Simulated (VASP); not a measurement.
Here is a VASP 6.6.1 calculation.

Contents of INCAR:

```
SYSTEM = Al3O
PREC = Accurate
ENCUT = 520
EDIFF = 1E-6
ISMEAR = 0
SIGMA = 0.1
LREAL = .FALSE.
LASPH = .TRUE.
NELM = 80
ALGO = Normal
ISIF = 2
LWAVE = .FALSE.
LCHARG = .TRUE.
LDIPOL = .TRUE.
IDIPOL = 3
DIPOL = 0.5 0.5 0.346
LELF = .TRUE.
LVHAR = .TRUE.
LVACPOTAV = .TRUE.
NBANDS = 16
```

Contents of KPOINTS:

```
Automatic mesh
0
G
  9 9 1
  0 0 0
```

File POSCAR:

```
Al3O
1.0
    2.8168432364      0.0000000000      0.0000000000
    0.0000000000      2.8168432364      0.0000000000
    0.0000000000      0.0000000000     21.1042970937
Al O
3 1
Direct
    0.5000000000      0.5000000000      0.1895348602
    0.0000000000      0.0000000000      0.2867549192
    0.5000000000      0.5000000000      0.3840117042
    1.0000000000      1.0000000000      0.5228459894
```

Potentials or basis: VASP PAW LDA potentials, release 64 (Al, O).

The run is started by

```console
$ cat potpaw_LDA.64/Al/POTCAR potpaw_LDA.64/O/POTCAR > POTCAR
$ mpirun -np 1 vasp_std > vasp.out
```

Task: What does it give for the largest force?

Result: 1.265 eV/Å.

Forces on the atoms (eV/Å):
```
Al   0.000  0.000 -0.198
Al   0.000  0.000  0.038
Al   0.000  0.000  1.265
O    0.000  0.000 -1.104
```

Caveat: an odd number of electrons without spin polarisation forces a metal; a magnetic or distorted state may lie lower.
